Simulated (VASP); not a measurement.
# MnB5 (F-43m) in VASP: a series of runs

Runs on MnB5. Level: PBE. Tasks: single point.

Everything below comes from runs of VASP 6.6.1. Logs are shortened: lines on timing, memory, paths and dates and some standing lists are left out, and cuts for length are marked.

## Step 1: The cell of the first run

Symmetry: F-43m, No. 216, cubic system. Conventional cell: a = 5.367 Å, b = 5.367 Å, c = 5.367 Å, α = 90.00°, β = 90.00°, γ = 90.00°. Mn (site symmetry -43m) has 16 B at 2.22 to 2.32 Å within 2.9 Å. B (site symmetry -43m) has 12 B at 2.23 Å and 4 Mn at 2.32 Å within 2.9 Å. B (site symmetry 3m) has 9 B at 1.87 to 2.23 Å and 3 Mn at 2.22 Å within 2.5 Å.

## Step 2: Single point, PBE, collinear spin, ferromagnetic start

INCAR reads:

```
PREC     = Accurate       # precision mode
ENCUT    = 520            # plane-wave cutoff, eV
EDIFF    = 1E-6           # SCF threshold, eV
ISMEAR   = 0              # smearing method
SIGMA    = 0.1            # smearing width, eV
LREAL    = F              # projectors in reciprocal space
LASPH    = T              # aspherical terms in the spheres
NELM     = 150            # most SCF steps
ALGO     = Normal         # electronic algorithm
ISIF     = 2              # what is computed and relaxed
LWAVE    = F              # write WAVECAR
LCHARG   = F              # write CHGCAR
ISPIN    = 2              # spin polarisation
MAGMOM   = 4 0 0 0 0 0    # initial moments
LORBIT   = 11             # projections on sites
LMAXMIX  = 4              # l up to which the mixer works
GGA      = PE             # functional
NBANDS   = 27             # bands
```

KPOINTS reads:

```
regular mesh
0
Gamma
  6 6 6
```

POSCAR reads:

```
MnB5
1.0
    0.0000000000      2.6834757204      2.6834757204
    2.6834757204      0.0000000000      2.6834757204
    2.6834757204      2.6834757204      0.0000000000
Mn B
1 5
Direct
    0.0000000000      0.0000000000      0.0000000000
    0.2500000000      0.2500000000      0.2500000000
    0.1192242309      0.6269252564      0.6269252564
    0.6269252564      0.6269252564      0.6269252564
    0.6269252564      0.1192242309      0.6269252564
    0.6269252564      0.6269252564      0.1192242309
```

Potentials or basis: VASP PAW PBE potentials, release 64 (Mn_pv, B).

The run is started by

```sh
$ cat potpaw_PBE.64/Mn_pv/POTCAR potpaw_PBE.64/B/POTCAR > POTCAR
$ mpirun -np 1 vasp_std > vasp.out
```

OUTCAR:

```text
PREC = Accurate
   ENCUT = 520
   EDIFF = 1E-6
   ISMEAR = 0
   LREAL = F
   LASPH = T
   NELM = 150
   ISIF = 2
   ISPIN = 2
   LORBIT = 11
   GGA = PE

 ion  position               nearest neighbor table
   1  0.000  0.000  0.000-   3 2.22   5 2.22   6 2.22   4 2.22   4 2.22   4 2.22   3 2.22   6 2.22
                             5 2.22   3 2.22   5 2.22   6 2.22   2 2.32   2 2.32   2 2.32   2 2.32
   2  0.250  0.250  0.250-   1 2.32   1 2.32   1 2.32   1 2.32
   3  0.119  0.627  0.627-   4 1.87   5 1.87   6 1.87   4 1.93   6 1.93   5 1.93   1 2.22   1 2.22
                             1 2.22
   4  0.627  0.627  0.627-   3 1.87   5 1.87   6 1.87   6 1.93   5 1.93   3 1.93   1 2.22   1 2.22
                             1 2.22
   5  0.627  0.119  0.627-   3 1.87   4 1.87   6 1.87   6 1.93   4 1.93   3 1.93   1 2.22   1 2.22
                             1 2.22
   6  0.627  0.627  0.119-   3 1.87   4 1.87   5 1.87   4 1.93   5 1.93   3 1.93   1 2.22   1 2.22
                             1 2.22

  LATTYP: Found a face centered cubic cell.
 ALAT       =     5.3669514408

  Lattice vectors:

 A1 = (   0.0000000000,   2.6834757204,   2.6834757204)
 A2 = (   2.6834757204,   0.0000000000,   2.6834757204)
 A3 = (   2.6834757204,   2.6834757204,   0.0000000000)

Analysis of symmetry for initial positions (statically):
=====================================================================
 Subroutine PRICEL returns:
 Original cell was already a primitive cell.

 Routine SETGRP: Setting up the symmetry group for a
 face centered cubic supercell.

 Subroutine GETGRP returns: Found 24 space group operations
 (whereof 24 operations were pure point group operations)
 out of a pool of 48 trial point group operations.

The static configuration has the point symmetry T_d .

Analysis of symmetry for dynamics (positions and initial velocities):
=====================================================================
 Subroutine PRICEL returns:
 Original cell was already a primitive cell.

 Routine SETGRP: Setting up the symmetry group for a
 face centered cubic supercell.

 Subroutine GETGRP returns: Found 24 space group operations
 (whereof 24 operations were pure point group operations)
 out of a pool of 48 trial point group operations.

The dynamic configuration has the point symmetry T_d .

Analysis of structural, dynamic, and magnetic symmetry:
=====================================================================
 Subroutine PRICEL returns:
 Original cell was already a primitive cell.

 Routine SETGRP: Setting up the symmetry group for a
[... 141 lines left out ...]
   NGX = 15   NGY = 15   NGZ = 15

 number of electron      28.0000017 magnetization       0.0000564

 number of electron      28.0000017 magnetization      -0.0000290

 Free energy of the ion-electron system (eV)
  ---------------------------------------------------
  ext. energy  EPLUGINS =         0.00000000
  ---------------------------------------------------
  free energy    TOTEN  =       -39.17687370 eV

  energy without entropy =      -39.17398050  energy(sigma->0) =      -39.17542710

 E-fermi :  11.8593     XC(G=0): -13.4665

 val. band max:       11.3182866635   @ k =   0.5000   0.1667   0.0000
 cond. band min:      11.8900140126   @ k =  -0.1667   0.1667   0.0000
 fundamental gap:      0.5717273492
 Fermi energy:        11.8592616174

 spin component 1

 k-point     1 :       0.0000    0.0000    0.0000
  band No.  band energies     occupation
      1     -37.2729      1.00000
      2     -37.2729      1.00000
      3     -37.2729      1.00000
      4      -6.5872      1.00000
      5       1.3969      1.00000
      6       3.2454      1.00000
[... 453 lines left out ...]
     25      21.0404      0.00000
     26      21.6654      0.00000
 Fermi energy:        11.8592616174

 spin component 2

 k-point     1 :       0.0000    0.0000    0.0000
  band No.  band energies     occupation
      1     -37.2728      1.00000
      2     -37.2728      1.00000
      3     -37.2728      1.00000
      4      -6.5873      1.00000
      5       1.3969      1.00000
      6       3.2454      1.00000
[... 453 lines left out ...]
     25      21.0404      0.00000
     26      21.6654      0.00000
 [bands above 26 left out]

------------------------ aborting loop because EDIFF is reached ----------------------------------------

  FORCE on cell =-STRESS in cart. coord.  units (eV):
  Direction    XX          YY          ZZ          XY          YZ          ZX
  --------------------------------------------------------------------------------------
  -------------------------------------------------------------------------------------
  Total       -0.0339576     -0.0339576     -0.0339576      0.0000000      0.0000000      0.0000000
  in kB       -1.4077467     -1.4077467     -1.4077467      0.0000000      0.0000000      0.0000000
  external PRESSURE =      -1.4077467 kB  Pullay stress =       0.0000000 kB

 VOLUME and BASIS-vectors are now :
 -----------------------------------------------------------------------------
  energy-cutoff  :      520.00
  volume of cell :       38.65
      direct lattice vectors                 reciprocal lattice vectors
     0.000000000  2.683475720  2.683475720    -0.186325517  0.186325517  0.186325517
     2.683475720  0.000000000  2.683475720     0.186325517 -0.186325517  0.186325517
     2.683475720  2.683475720  0.000000000     0.186325517  0.186325517 -0.186325517

 POSITION                                       TOTAL-FORCE (eV/Angst)
 -----------------------------------------------------------------------------------
      0.00000      0.00000      0.00000        -0.000000     -0.000000     -0.000000
      1.34174      1.34174      1.34174        -0.000000     -0.000000     -0.000000
      3.36468      2.00227      2.00227        -0.005295      0.005295      0.005295
      3.36468      3.36468      3.36468        -0.005295     -0.005295     -0.005295
      2.00227      3.36468      2.00227         0.005295     -0.005295      0.005295
      2.00227      2.00227      3.36468         0.005295      0.005295     -0.005295
 -----------------------------------------------------------------------------------
    total drift:                               -0.000001     -0.000001     -0.000000

  FREE ENERGIE OF THE ION-ELECTRON SYSTEM (eV)
  ---------------------------------------------------
  free  energy   TOTEN  =       -39.1768737044 eV

  energy  without entropy=      -39.1739805047  energy(sigma->0) =      -39.17542710

 total charge

# of ion       s       p       d       tot
------------------------------------------
    1        0.331   6.474   5.517  12.322
    2        0.725   0.895   0.000   1.620
    3        0.640   1.225   0.000   1.865
    4        0.640   1.225   0.000   1.865
    5        0.640   1.225   0.000   1.865
    6        0.640   1.225   0.000   1.865
--------------------------------------------------
tot          3.617  12.269   5.517  21.403

 magnetization (x)

# of ion       s       p       d       tot
------------------------------------------
    1       -0.000  -0.000   0.000   0.000
    2       -0.000  -0.000   0.000  -0.000
    3        0.000   0.000   0.000   0.000
    4        0.000   0.000   0.000   0.000
    5        0.000   0.000   0.000   0.000
    6        0.000   0.000   0.000   0.000
--------------------------------------------------
tot          0.000  -0.000   0.000   0.000
```

Run time: 32 s. Hardware: 1 thread of Intel Xeon Platinum 8259CL at 2.50GHz (Skylake/Cascade Lake), shared host; peak memory 0.18 GiB.

What came out:

```
Free energy                                           : -39.1769 eV
Pressure                                              : -0.1 GPa
Largest force                                         : 0.009 eV/Å
Band gap on the k mesh                                : zero (filled and empty bands overlap)
Net moment                                            : 0.00 μB per cell
Valence electrons inside the program's atomic spheres : Mn 12.32; B 1.62, 1.86
```

Forces on the atoms (eV/Å):
```
Mn   0.000  0.000  0.000
B    0.000  0.000  0.000
B   -0.005  0.005  0.005
B   -0.005 -0.005 -0.005
B    0.005 -0.005  0.005
B    0.005  0.005 -0.005
```

Levels at points of the mesh, in eV from the Fermi level:
Spin up:
| k point | band 10 | band 11 | band 12 | band 13 | band 14 | band 15 | band 16 | band 17 | band 18 | band 19 |
| --- | --- | --- | --- | --- | --- | --- | --- | --- | --- | --- |
| (0.00, 0.00, 0.00) | -5.77 | -3.75 | -3.75 | -3.75 | -3.12 | 0.91 | 0.91 | 0.91 | 1.69 | 1.69 |
| (0.50, 0.00, 0.00) | -6.51 | -4.05 | -3.50 | -3.50 | 0.25 | 0.67 | 0.67 | 1.48 | 3.18 | 3.18 |
| (0.50, 0.50, 0.00) | -3.65 | -3.08 | -3.08 | -1.97 | -0.81 | 1.16 | 2.29 | 2.29 | 2.29 | 4.37 |
Spin down:
```csv
k point,band 10,band 11,band 12,band 13,band 14,band 15,band 16,band 17,band 18,band 19
"(0.00, 0.00, 0.00)",-5.77,-3.75,-3.75,-3.75,-3.12,0.91,0.91,0.91,1.69,1.69
"(0.50, 0.00, 0.00)",-6.51,-4.05,-3.50,-3.50,0.25,0.67,0.67,1.48,3.18,3.18
"(0.50, 0.50, 0.00)",-3.65,-3.08,-3.08,-1.97,-0.81,1.16,2.29,2.29,2.29,4.37
```

Caveat: the starting moments collapsed, and a magnetic state may lie lower.

## Step 3: Single point, PBE

INCAR reads:

```
ALGO     = Normal         # electronic algorithm
EDIFF    = 1E-7           # SCF threshold, eV
ENCUT    = 520            # plane-wave cutoff, eV
GGA      = PE             # functional
ISIF     = 2              # what is computed and relaxed
ISMEAR   = 0              # smearing method
LASPH    = True           # aspherical terms in the spheres
LCHARG   = False          # write CHGCAR
LREAL    = False          # projectors in reciprocal space
LWAVE    = False          # write WAVECAR
NBANDS   = 23             # bands
NELM     = 80             # most SCF steps
PREC     = Accurate       # precision mode
SIGMA    = 0.1            # smearing width, eV
```

KPOINTS reads:

```
k-points
0
Gamma
  12 12 12
```

POSCAR reads:

```
MnB5
1.0
    0.0000000000      2.6830261018      2.6830261018
    2.6830261018      0.0000000000      2.6830261018
    2.6830261018      2.6830261018      0.0000000000
Mn B
1 5
Direct
    0.0000000000      0.0000000000      0.0000000000
    0.7500000000      0.7500000000      0.7500000000
    0.3729239714      0.3729239714      0.8812280859
    0.3729239714      0.8812280859      0.3729239714
    0.8812280859      0.3729239714      0.3729239714
    0.3729239714      0.3729239714      0.3729239714
```

Potentials or basis: VASP PAW PBE potentials, release 64 (Mn_pv, B).

The run is started by

```sh
$ cat potpaw_PBE.64/Mn_pv/POTCAR potpaw_PBE.64/B/POTCAR > POTCAR
$ mpirun -np 1 vasp_std > vasp.out
```

It took 56 s on 1 thread of Intel Xeon Platinum 8259CL at 2.50GHz (Skylake/Cascade Lake), shared host; peak memory 0.19 GiB.

The run converged. Its results:

```yaml
Free_energy: -39.1721 eV
Pressure: 0.0 GPa
Largest_force: 0.008 eV/Å
Band_gap_on_the_k_mesh: zero (band 14 reaches 12.11 eV, above the bottom of band 15 at 11.89 eV)
```

Forces on the atoms (eV/Å):
```
Mn   0.000  0.000  0.000
B    0.000  0.000  0.000
B   -0.004 -0.004  0.004
B   -0.004  0.004 -0.004
B    0.004 -0.004 -0.004
B    0.004  0.004  0.004
```

Levels at points of the mesh, in eV from the Fermi level:
```csv
k point,band 10,band 11,band 12,band 13,band 14,band 15,band 16,band 17,band 18,band 19
"(0.00, 0.00, 0.00)",-5.74,-3.71,-3.71,-3.71,-3.08,0.94,0.94,0.94,1.72,1.72
"(0.50, 0.00, 0.00)",-6.49,-4.02,-3.47,-3.47,0.27,0.70,0.70,1.51,3.21,3.21
"(0.50, 0.50, 0.00)",-3.62,-3.06,-3.06,-1.94,-0.79,1.18,2.32,2.33,2.33,4.40
```

## Step 4: Single point, PBE, collinear spin, ferromagnetic start

This run uses another cell than the first one, of 8.61 Å³/atom, 1.337 times its volume.

INCAR reads:

```
  PREC = Accurate
  ENCUT = 520
  EDIFF = 1E-7
  ISMEAR = 0
  SIGMA = 0.1
  LREAL = False
  LASPH = True
  NELM = 150
  ALGO = Normal
  ISIF = 2
  LWAVE = False
  LCHARG = False
  ISPIN = 2
  MAGMOM = 4 0 0 0 0 0
  LORBIT = 11
  LMAXMIX = 4
  GGA = PE
  NBANDS = 27
```

KPOINTS reads:

```
Automatic mesh
0
Gamma
  6 6 6
```

POSCAR reads:

```
MnB5
1.0
    0.0000000000      2.9563987100      2.9563987100
    2.9563987100      0.0000000000      2.9563987100
    2.9563987100      2.9563987100      0.0000000000
Mn B
1 5
Direct
    0.0000000000      0.0000000000      0.0000000000
    0.2500000000      0.2500000000      0.2500000000
    0.1250000000      0.6250000000      0.6250000000
    0.6250000000      0.6250000000      0.6250000000
    0.6250000000      0.1250000000      0.6250000000
    0.6250000000      0.6250000000      0.1250000000
```

The run is started by

```sh
$ cat potpaw_PBE.64/Mn_pv/POTCAR potpaw_PBE.64/B/POTCAR > POTCAR
$ mpirun -np 1 vasp_std > vasp.out
```

Wall time 43 s (1 thread of Intel Xeon Platinum 8259CL at 2.50GHz (Skylake/Cascade Lake), shared host); peak memory 0.21 GiB.

It converged, with:

```yaml
Free_energy: -36.6189 eV
Pressure: -48.5 GPa
Band_gap_on_the_k_mesh: zero (filled and empty bands overlap)
Net_moment: 0.00 μB per cell
Valence_electrons_inside_the_program's_atomic_spheres: Mn 11.72; B 1.43, 1.57
```

Levels at points of the mesh, in eV from the Fermi level:
Spin up:
```
           k point  band 11  band 12  band 13  band 14  band 15  band 16  band 17  band 18
(0.00, 0.00, 0.00)    -3.39    -3.29    -3.29    -3.29     0.91     0.91     0.91     1.11
(0.50, 0.00, 0.00)    -3.19    -2.31    -2.31     0.25     0.42     0.42     1.10     2.64
(0.50, 0.50, 0.00)    -1.95    -1.95    -1.32    -0.39     1.17     1.70     2.22     2.22
```
Spin down:
```tsv
k point	band 12	band 13	band 14	band 15	band 16	band 17
(0.00, 0.00, 0.00)	-3.29	-3.29	-3.29	0.91	0.91	0.91
(0.50, 0.00, 0.00)	-2.31	-2.31	0.25	0.42	0.42	1.10
(0.50, 0.50, 0.00)	-1.95	-1.32	-0.39	1.17	1.70	2.22
```

Caveat: the starting moments collapsed, and a magnetic state may lie lower.
